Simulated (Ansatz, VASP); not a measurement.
## BeS in VASP and in Ansatz

File POSCAR:

```
BeS
1.0
    0.0000000000      2.4250000000      2.4250000000
    2.4250000000      0.0000000000      2.4250000000
    2.4250000000      2.4250000000      0.0000000000
Be S
1 1
Direct
    0.0000000000      0.0000000000      0.0000000000
    0.2500000000      0.2500000000      0.2500000000
```

INCAR.step1

```
SYSTEM = BeS
ALGO     = Normal         ! electronic algorithm
EDIFF    = 1E-4           ! SCF threshold, eV
ENCUT    = 520            ! plane-wave cutoff, eV
GGA      = PE             ! functional
ISMEAR   = 0              ! smearing method
LASPH    = .True.         ! aspherical terms in the spheres
LCHARG   = .False.        ! write CHGCAR
LREAL    = .False.        ! projectors in reciprocal space
LWAVE    = .True.         ! write WAVECAR
NBANDS   = 11             ! bands
NELM     = 100            ! most SCF steps
PREC     = Accurate       ! precision mode
SIGMA    = 0.1            ! smearing width, eV
```

The input INCAR.step2:

```
SYSTEM = BeS
ALGO     = Normal         ! electronic algorithm
EDIFF    = 1E-6           ! SCF threshold, eV
ENCUT    = 520            ! plane-wave cutoff, eV
ISIF     = 2              ! what is computed and relaxed
ISMEAR   = 0              ! smearing method
ISTART   = 1            
LASPH    = .True.         ! aspherical terms in the spheres
LCHARG   = .False.        ! write CHGCAR
LMIXTAU  = .True.       
LREAL    = .False.        ! projectors in reciprocal space
LWAVE    = .False.        ! write WAVECAR
METAGGA  = R2SCAN         ! meta-GGA
NBANDS   = 11             ! bands
NELM     = 100            ! most SCF steps
PREC     = Accurate       ! precision mode
SIGMA    = 0.1            ! smearing width, eV
```

File KPOINTS:

```
k-points
0
Gamma
  6 6 6
  0 0 0
```

Input for Ansatz:

```yaml
crystal:
  lattice:
    - [0.0, 2.425, 2.425]
    - [2.425, 0.0, 2.425]
    - [2.425, 2.425, 0.0]
  atoms:
    - { symbol: Be, position: [0.0, 0.0, 0.0] }
    - { symbol: S, position: [0.25, 0.25, 0.25] }
basis:
  ecutwfc: 500
kpoints:
  mp_grid: { grid: [6, 6, 6] }
hamiltonian:
  xc: r2scan
scf:
  occupations: { method: gaussian, width: 0.1 }
output:
  forces: true
  stress: true
  eigenvalues: true
```

Alike in both runs: task single point; functional r2SCAN; k mesh 6 × 6 × 6; occupations gaussian, width 0.1 eV; no spin polarisation.

|  | VASP | Ansatz |
| --- | --- | --- |
| version | VASP 6.6.1 | Ansatz 0.2.0 |
| potentials or method | VASP PAW PBE potentials, release 64 (Be, S), cutoff 520 eV | scalar-relativistic, plane waves, PAW |
| valence electrons in the cell | 8 | 8 |

|  | VASP | Ansatz | Ansatz less VASP |
| --- | --- | --- | --- |
| gap on the k mesh at the Fermi level (eV) | 3.57 | 3.56 | -0.009 |
| least direct gap on the mesh (eV) | 6.26 | 6.23 | -0.030 |
| pressure (GPa) | 1.5 | 1.2 | -0.28 |

VASP's potentials were made for PBE, not for r2SCAN.
